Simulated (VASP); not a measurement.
Write the native input for VASP 6.6.1 that does the following.

| Quantity | Value |
| --- | --- |
| Task | single point |
| Functional | PBE |
| Dispersion | D3(BJ) |
| Potentials or basis | VASP PAW PBE potentials, release 64 (Si, O) |
| Cutoff | 520 eV |
| k mesh | 2 × 2 × 2 |
| Occupations | fermi-dirac, width 0.02 eV |
| Spin | no spin polarisation |
| Dipole correction | no |
| Further INCAR settings | LREAL = Auto; ALGO = Normal; EDIFF = 1e-06; NBANDS = 116 |

The structure of Si12O23 (a cell with a defect) lies in POSCAR:

```
Si12O23
1.0
   -2.4984000000      4.3273560000      5.4576000000
    4.9968000000      0.0000000000      5.4576000000
    4.9968000000      8.6547110000      0.0000000000
Si O
12 23
Direct
    0.7182311039      0.2776648943      0.1378993849
    0.1518140187      0.1734349918      0.1519652933
    0.5816250113      0.0899751427      0.9648281171
    0.7402972878      0.2675929936      0.6315968367
    0.1675845274      0.1644839643      0.6633913125
    0.5948534913      0.0723443613      0.4677326806
    0.2398284900      0.7433025566      0.3684426603
    0.6716938341      0.6681857833      0.3976921536
    0.1053762511      0.5205593250      0.2111952031
    0.2509108583      0.7624682827      0.8770129230
    0.6696588802      0.6813935971      0.9084030220
    0.1024717885      0.5782440939      0.7063063216
    0.9576635854      0.2351660466      0.0903930516
    0.3415246988      0.1304567582      0.0145186876
    0.1661562327      0.6831960467      0.0530549003
    0.1455986293      0.9672471271      0.2814269475
    0.6535402286      0.1250318543      0.0884029253
    0.9786510606      0.2288155914      0.5956906546
    0.3595963776      0.0874305206      0.5399283070
    0.1286475179      0.7260785521      0.5419671889
    0.1374834856      0.9900929216      0.8164350044
    0.1965752804      0.3510106548      0.6978513530
    0.6918075835      0.1058214109      0.5790098945
    0.4750692928      0.7245618637      0.3394469261
    0.8640427504      0.5936084150      0.2727577408
    0.6295576715      0.2453646387      0.3145666947
    0.6501510468      0.4916052197      0.5490222570
    0.6965655557      0.8569368996      0.4344126410
    0.2050703842      0.5680661593      0.3193821772
    0.4857458456      0.7528905513      0.8346569632
    0.8688685022      0.6087711196      0.7896064552
    0.6436062669      0.2442743033      0.8069082329
    0.6300986117      0.5035229435      0.0567559092
    0.6867088122      0.8649846061      0.9543882518
    0.2218314477      0.6209562245      0.7965775349
```

These files were run (other wordings do the same):

INCAR

```
SYSTEM = Si12O23
ALGO = Normal ; EDIFF = 1E-6
ENCUT = 520 ; GGA = PE
GGA_COMPAT = .False. ; ISIF = 2
ISMEAR = -1 ; IVDW = 12
LASPH = .True. ; LCHARG = .False.
LREAL = Auto ; LWAVE = .False.
NBANDS = 116 ; NELM = 120
PREC = Accurate ; SIGMA = 0.02
```

KPOINTS

```
k-points
0
Gamma
  2 2 2
  0 0 0
```

Potentials or basis: VASP PAW PBE potentials, release 64 (Si, O).

Command:

```bash
$ cat potpaw_PBE.64/Si/POTCAR potpaw_PBE.64/O/POTCAR > POTCAR
$ mpirun -np 1 vasp_std > vasp.out
```

Results of the run:

The pressure is -2.1 GPa and the largest force is 1.221 eV/Å. The band gap on the k mesh is 4.81 eV. The dispersion energy per atom is -0.135 eV.

Caveat: the k points lie up to 0.46 Å⁻¹ apart.

Wall time 8.3 min on 1 thread of Intel(R) Xeon(R) 6975P-C (Granite Rapids) (shared host), peak memory 0.65 GiB.
